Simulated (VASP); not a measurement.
Input of a VASP 6.6.1 run:

File INCAR:

```
SYSTEM = ZrS2
PREC = Accurate
ENCUT = 450
EDIFF = 1E-7
ISMEAR = 0
SIGMA = 0.02
LREAL = .FALSE.
LASPH = .TRUE.
NELM = 120
ALGO = Normal
ISIF = 2
LWAVE = .FALSE.
LCHARG = .FALSE.
GGA = PS
IBRION = 2
NSW = 60
EDIFFG = -0.008
GGA_COMPAT = .FALSE.
NELMIN = 4
```

The input KPOINTS:

```
regular mesh
0
G
  12 12 6
  0 0 0
```

Contents of POSCAR:

```
ZrS2
1.0
    3.6273720858      0.0000000000      0.0000000000
   -1.8136860429      3.1413963753      0.0000000000
    0.0000000000      0.0000000000      5.7690259410
Zr S
1 2
Direct
    0.0000000000      0.0000000000      0.0000000000
    0.6666666667      0.3333333333      0.7508522604
    0.3333333333      0.6666666667      0.2491477396
```

Potentials or basis: VASP PAW PBE potentials, release 64 (Zr_sv, S).

Run with:

```sh
$ cat potpaw_PBE.64/Zr_sv/POTCAR potpaw_PBE.64/S/POTCAR > POTCAR
$ mpirun -np 1 vasp_std > vasp.out
```

Problem. Predict the band gap on the k mesh.

Solution. 0.67 eV (least direct gap 1.43 eV).

Problem. Estimate the energy gained by relaxing.

Solution. 0.9 meV/atom.

Stress tensor (GPa, compression positive):
```
0.06 0.00 0.00
0.00 0.06 0.00
0.00 0.00 0.52
```

Caveat: the cell differs from its parent crystal (strain along c alone, the other axes held: -2.0 %); semilocal functionals underestimate gaps, and a narrow one can read as zero; the PAW data sets were made with another functional, which shifts forces and pressure a little; this functional lacks dispersion, which binds layers or chains, so the pressure and a relaxed spacing across them are unreliable. A k mesh can miss the band edges.
